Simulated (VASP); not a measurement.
A run of VASP 6.6.1 is set up as follows.

File INCAR:

```
SYSTEM = VMoSe4
PREC = Accurate ; ENCUT = 520
EDIFF = 1E-7 ; ISMEAR = 0
SIGMA = 0.1 ; LREAL = .False.
LASPH = .True. ; NELM = 150
ALGO = Normal ; ISIF = 2
LWAVE = .False. ; LCHARG = .False.
ISPIN = 2 ; MAGMOM = 2 1 0 0 0 0
LORBIT = 11 ; LMAXMIX = 4
GGA = PE ; NBANDS = 38
```

File KPOINTS:

```
Automatic mesh
0
Gamma
  6 6 2
  0 0 0
```

File POSCAR:

```
VMoSe4
1.0
    3.3065601819     -0.0000000027      0.0000000000
   -1.6532800886      2.8635651180      0.0000000000
    0.0000000000      0.0000000000     13.9529510401
V Mo Se
1 1 4
Direct
    0.0000000000      0.0000000000      0.5000000000
    0.0000000000      0.0000000000      0.0000000000
    0.3333333333      0.6666666667      0.1224355615
    0.3333333333      0.6666666667      0.6135660426
    0.6666666667      0.3333333333      0.3864339574
    0.6666666667      0.3333333333      0.8775644385
```

Potentials or basis: VASP PAW PBE potentials, release 64 (V_sv, Mo_sv, Se).

Run with:

```console
$ cat potpaw_PBE.64/V_sv/POTCAR potpaw_PBE.64/Mo_sv/POTCAR potpaw_PBE.64/Se/POTCAR > POTCAR
$ mpirun -np 1 vasp_std > vasp.out
```

(1) Estimate the net moment.

(2) Estimate the largest force.

Results:

(1) 0.60 μB per cell.

(2) 0.092 eV/Å.

Caveat: the k points lie up to 0.37 Å⁻¹ apart.
